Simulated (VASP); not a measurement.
Input of a VASP 6.6.1 run:

Contents of INCAR:

```
PREC = Accurate
ENCUT = 520
EDIFF = 1E-6
ISMEAR = 0
SIGMA = 0.05
LREAL = False
LASPH = True
NELM = 100
ALGO = Normal
ISIF = 2
LWAVE = False
LCHARG = False
GGA = PE
NBANDS = 16
```

File KPOINTS:

```
Automatic mesh
0
Gamma
  12 12 6
```

POSCAR

```
SiC
1.0
    3.0759982064      0.0000000000      0.0000000000
   -1.5379991032      2.6638925888      0.0000000000
    0.0000000000      0.0000000000      5.0480000000
Si C
2 2
Direct
    0.3755647658      0.7511295316      0.0000000000
    0.6244352342      0.2488704684      0.5000000000
    0.2947881861      0.5895763723      0.3850000000
    0.7052118139      0.4104236277      0.8850000000
```

Potentials or basis: VASP PAW PBE potentials, release 64 (Si, C).

Launch:

```console
$ cat potpaw_PBE.64/Si/POTCAR potpaw_PBE.64/C/POTCAR > POTCAR
$ mpirun -np 1 vasp_std > vasp.out
```

**Question.** What does it give for the largest force?

**Answer.** 1.812 eV/Å.

**Question.** Predict the pressure.

**Answer.** 2.8 GPa.

**Question.** What does it give for the band gap on the k mesh?

**Answer.** 1.67 eV (least direct gap 3.80 eV).

Stress tensor (GPa, compression positive):
```
 7.80  0.00  0.00
 0.00 -1.09  0.00
 0.00  0.00  1.64
```

Caveat: the cell differs from its parent crystal (atoms displaced along a vibrational mode); forces of over 1 eV/Å act on the atoms, so gaps and moduli don't describe the material at rest. A k mesh can miss the band edges.
